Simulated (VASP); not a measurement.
Set up this calculation in VASP 6.6.1, as the native input.

* Task: electric field gradients
* Functional: PBE
* Potentials or basis: VASP PAW PBE potentials, release 64 (In_d, Sb)
* Cutoff: 520 eV
* k mesh: 6 × 6 × 11
* Occupations: fermi-dirac, width 0.08 eV
* Spin: no spin polarisation
* Dipole correction: no
* Further INCAR settings: ALGO = Normal; EDIFF = 1e-08; NBANDS = 26

The structure of InSb lies in POSCAR:

```
InSb
1.0
    5.2476427844      0.0000000000      0.0000000000
    0.0000000000      5.5953958530      0.0000000000
    0.0000000000      0.0000000000      3.0004722510
In Sb
2 2
Direct
    0.0000000000      0.0000000000      0.0000000000
    0.5000000000      0.5000000000      0.0000000000
    0.5000000000      0.0000000000      0.8350000000
    0.0000000000      0.5000000000      0.1650000000
```

This cell differs from its parent crystal: volume scaled by 0.94.

These files were run (other wordings do the same):

INCAR

```
SYSTEM = InSb
PREC     = Accurate       ! precision mode
ENCUT    = 520            ! plane-wave cutoff, eV
EDIFF    = 1E-8           ! SCF threshold, eV
ISMEAR   = -1             ! smearing method
SIGMA    = 0.08           ! smearing width, eV
LREAL    = .FALSE.        ! projectors in reciprocal space
LASPH    = .TRUE.         ! aspherical terms in the spheres
NELM     = 60             ! most SCF steps
ALGO     = Normal         ! electronic algorithm
ISIF     = 2              ! what is computed and relaxed
LWAVE    = .FALSE.        ! write WAVECAR
LCHARG   = .FALSE.        ! write CHGCAR
GGA      = PE             ! functional
LEFG     = .TRUE.       
NBANDS   = 26             ! bands
```

KPOINTS

```
Automatic mesh
0
G
  6 6 11
  0 0 0
```

Potentials or basis: VASP PAW PBE potentials, release 64 (In_d, Sb).

Run with:

```bash
$ cat potpaw_PBE.64/In_d/POTCAR potpaw_PBE.64/Sb/POTCAR > POTCAR
$ mpirun -np 1 vasp_std > vasp.out
```

Results of the run:

| Property | Result |
| --- | --- |
| Pressure | 26.4 GPa |
| Largest force | 0.950 eV/Å |
| Band gap on the k mesh | zero (band 18 reaches 12.43 eV, above the bottom of band 19 at 8.76 eV) |

Caveat: without QUAD_EFG the Cq values of the log hold for a quadrupole moment of 1 mb, not for the nuclei; spin-orbit coupling is left out, which moves the levels of the heavy elements.

It took 2.4 min on 1 thread of Intel Xeon 6975P-C, with other jobs on the host, peak memory 0.33 GiB.
